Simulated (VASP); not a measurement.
Ni: single point with PBE

The system is Ni.

```xyz
1
Lattice="-1.3568 1.3568 1.4391 1.3568 -1.3568 1.4391 1.3568 1.3568 -1.4391" Properties=species:S:1:pos:R:3 pbc="T T T"
Ni    0.0000    0.0000    0.0000
```

This cell differs from its parent crystal: stretched by +4 % along [0.0, 0.0, 1.0] at fixed volume.

```yaml
Program: VASP 6.6.1
Task: single point
Functional: PBE
Potentials_or_basis: VASP PAW PBE potentials, release 64 (Ni)
Cutoff: 520 eV
k_mesh: 15 × 15 × 15
Occupations: fermi-dirac, width 0.05 eV
Spin: collinear spin, ferromagnetic start
Starting_moments: "[1.5] μB"
```

| Item | Value |
| --- | --- |
| Pressure | 7.3 GPa |
| Net moment | 0.54 μB per cell |
| Site moments | Ni +0.54 μB |
| Valence electrons inside the program's atomic spheres | Ni 9.36 |

Stress tensor (GPa, compression positive):
```
 5.73  0.00  0.00
 0.00  5.73  0.00
 0.00  0.00 10.58
```

Levels at points of the mesh, in eV from the Fermi level:
Spin up:
```tsv
k point	band 3	band 4	band 5	band 6	band 7	band 8
(0.00, 0.00, 0.00)	-2.44	-2.14	-1.10	-0.73	25.88	27.12
```
Spin down:
```
           k point  band 3  band 4  band 5  band 6  band 7  band 8
(0.00, 0.00, 0.00)   -1.77   -1.52   -0.59   -0.29   25.78   27.03
```

Wall time 100 s on 1 thread of Intel Xeon 8259CL, with other jobs on the host, peak memory 0.18 GiB.

Caveat: the cell stands under pressure.
